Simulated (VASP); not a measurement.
Set up this calculation in VASP 6.6.1, as the native input.

```
Task                   : single point
Functional             : PBE
Potentials or basis    : VASP PAW PBE potentials, release 64 (W_sv, C)
Cutoff                 : 520 eV
k mesh                 : 10 × 10 × 6
Occupations            : gaussian, width 0.028 eV
Spin                   : no spin polarisation
Dipole correction      : no
Further INCAR settings : ALGO = Normal; EDIFF = 1e-06; NBANDS = 16
```

The structure of WC lies in POSCAR:

```
WC
1.0
    1.6403461100     -2.1180379000      0.0000000000
    1.6403461100      2.1180379000      0.0000000000
    0.0000000000      0.0000000000      4.3094211000
W C
1 1
Direct
    0.5000000000      0.5000000000      0.5000000000
    0.0000000000      0.0000000000      0.0000000000
```

The input as run:

INCAR

```
SYSTEM = WC
ALGO = Normal ; EDIFF = 1E-6
ENCUT = 520 ; GGA = PE
ISIF = 2 ; ISMEAR = 0
LASPH = .True. ; LCHARG = .False.
LREAL = .False. ; LWAVE = .False.
NBANDS = 16 ; NELM = 100
PREC = Accurate ; SIGMA = 0.028000000000000004
```

KPOINTS

```
k-points
0
Gamma
  10 10 6
  0 0 0
```

Potentials or basis: VASP PAW PBE potentials, release 64 (W_sv, C).

Run with:

```sh
$ cat potpaw_PBE.64/W_sv/POTCAR potpaw_PBE.64/C/POTCAR > POTCAR
$ mpirun -np 1 vasp_std > vasp.out
```

It gave:

```yaml
Pressure: -31.9 GPa
Band_gap_on_the_k_mesh: zero (band 9 reaches 8.95 eV, above the bottom of band 10 at 4.87 eV)
```

Caveat: spin-orbit coupling is left out, which moves the levels of the heavy elements.

Wall time 23 s on 1 thread of AMD EPYC 7R13 Processor (Zen 3) (shared host), peak memory 0.15 GiB.
